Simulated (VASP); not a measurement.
Here is a VASP 6.6.1 calculation.

POSCAR

```
Ga3As2P
1.0
    3.9572755277      0.0000000000      0.0000000000
   -1.9786377639      3.4271011368      0.0000000000
    0.0000000000      0.0000000000      9.6817786341
P As Ga
1 2 3
Direct
    0.0000000000      0.0000000000      0.0001135364
    0.3333333333      0.6666666667      0.3303854677
    0.6666666667      0.3333333333      0.6694581247
    0.3333333333      0.6666666667      0.0770846615
    0.6666666667      0.3333333333      0.4167669734
    0.0000000000      0.0000000000      0.7561912363
```

Contents of INCAR.step1:

```
SYSTEM = Ga3As2P
ALGO = Normal
EDIFF = 1E-5
ENCUT = 520
GGA = PE
ISIF = 2
ISMEAR = 0
KPAR = 4
LASPH = .TRUE.
LCHARG = .FALSE.
LREAL = .FALSE.
LWAVE = .TRUE.
NBANDS = 36
NELM = 60
PREC = Accurate
SIGMA = 0.01
```

The input INCAR.step2:

```
SYSTEM = Ga3As2P
AEXX = 0.25
ALGO = Normal
EDIFF = 1E-6
ENCUT = 520
GGA = PE
ISIF = 2
ISMEAR = 0
ISTART = 1
KPAR = 4
LASPH = .TRUE.
LCHARG = .FALSE.
LHFCALC = .TRUE.
LREAL = .FALSE.
LWAVE = .FALSE.
NBANDS = 36
NELM = 60
PREC = Accurate
PRECFOCK = Fast
SIGMA = 0.01
```

KPOINTS

```
k-points
0
G
  6 6 2
  0 0 0
```

Potentials or basis: VASP PAW PBE potentials, release 64 (P, As, Ga_d).

Command:

```sh
$ cat potpaw_PBE.64/P/POTCAR potpaw_PBE.64/As/POTCAR potpaw_PBE.64/Ga_d/POTCAR > POTCAR
$ cp INCAR.step1 INCAR
$ mpirun -np 4 vasp_std > vasp.out
$ cp INCAR.step2 INCAR
$ mpirun -np 4 vasp_std > vasp.out
```

Estimate the largest force.

0.008 eV/Å.

What does it give for the pressure?

0.2 GPa.

Forces on the atoms (eV/Å):
```
P    0.000  0.000  0.008
As   0.000  0.000 -0.008
As   0.000  0.000  0.001
Ga   0.000  0.000 -0.007
Ga   0.000  0.000  0.001
Ga   0.000  0.000  0.005
```

Caveat: the PAW data sets were made with another functional, which shifts forces and pressure a little.
